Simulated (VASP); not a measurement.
Wanted: the native input for a VASP 6.6.1 run.

- Task: relaxation of cell and atoms
- Functional: LDA
- Potentials or basis: VASP PAW LDA potentials, release 64 (Re_sv_GW)
- Cutoff: 560 eV
- k mesh: 12 × 12 × 12
- Occupations: fermi-dirac, width 0.05 eV
- Spin: no spin polarisation
- Dipole correction: no
- Further INCAR settings: ALGO = Normal; EDIFF = 1e-07; IBRION = 2; EDIFFG = -0.01; NSW = 60; ISIF = 3

The structure of Re lies in POSCAR:

```
Re
1.0
    0.0000000000      1.9750000000      1.9750000000
    1.9750000000      0.0000000000      1.9750000000
    1.9750000000      1.9750000000      0.0000000000
Re
1
Direct
    0.0000000000      0.0000000000      0.0000000000
```

This isn't the form of Re at room conditions, which is hcp.

The input as run:

INCAR

```
ALGO = Normal ; EDIFF = 1E-7
EDIFFG = -0.01 ; ENCUT = 560
GGA = CA ; GGA_COMPAT = F
IBRION = 2 ; ISIF = 3
ISMEAR = -1 ; LASPH = T
LCHARG = F ; LREAL = F
LWAVE = F ; NELM = 120
NELMIN = 4 ; NSW = 60
PREC = Accurate ; SIGMA = 0.05
```

KPOINTS

```
k-points
0
Gamma
  12 12 12
```

Potentials or basis: VASP PAW LDA potentials, release 64 (Re_sv_GW).

Launch:

```bash
$ cat potpaw_LDA.64/Re_sv_GW/POTCAR > POTCAR
$ mpirun -np 1 vasp_std > vasp.out
```

It gave:

| Property | Result |
| --- | --- |
| Relaxed volume | 14.41 Å³/atom |
| Relaxed cell | a = 2.731 Å, b = 2.731 Å, c = 2.731 Å, α = 60.00°, β = 60.00°, γ = 60.00° |
| Space group after relaxing (to 0.1 Å) | Fm-3m (No. 225) |
| Pressure after relaxing | 0.0 GPa |
| Band gap on the k mesh | zero (an odd number of electrons rules out a gap without spin polarisation) |

Caveat: spin-orbit coupling is left out, which moves the levels of the heavy elements.

It took 41 s on 1 thread of AMD EPYC 9R45 96-Core Processor (Zen 5) (shared host), peak memory 0.13 GiB.
